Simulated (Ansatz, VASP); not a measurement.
BiMo in VASP and in Ansatz

```
CELL_PARAMETERS angstrom
2.47124 0.00000 0.00000
-1.23562 2.14016 0.00000
0.00000 0.00000 8.27006
ATOMIC_POSITIONS crystal
Mo 0.33333 0.66667 0.05460
Mo 0.66667 0.33333 0.55460
Bi 0.33333 0.66667 0.32140
Bi 0.66667 0.33333 0.82140
```

Alike in both runs: task single point; functional PBEsol; k mesh 10 × 10 × 6; occupations fermi-dirac, width 0.1 eV; no spin polarisation.

|  | VASP | Ansatz |
| --- | --- | --- |
| version | VASP 6.6.1 | Ansatz 0.2.0 |
| potentials or method | VASP PAW PBE potentials, release 64 (Mo_sv, Bi_d), cutoff 520 eV | all-electron LAPW, scalar-relativistic |

|  | VASP | Ansatz | Ansatz less VASP |
| --- | --- | --- | --- |
| rms of the force components (eV/Å) | 0.020 | 0.011 | -0.0087 |

VASP's potentials were made for PBE, not for PBEsol. Atom by atom the forces differ by 0.031 eV/Å (rms over components). Ansatz ran all-electron here, and VASP with PAW potentials.

Spin-orbit coupling is off throughout.
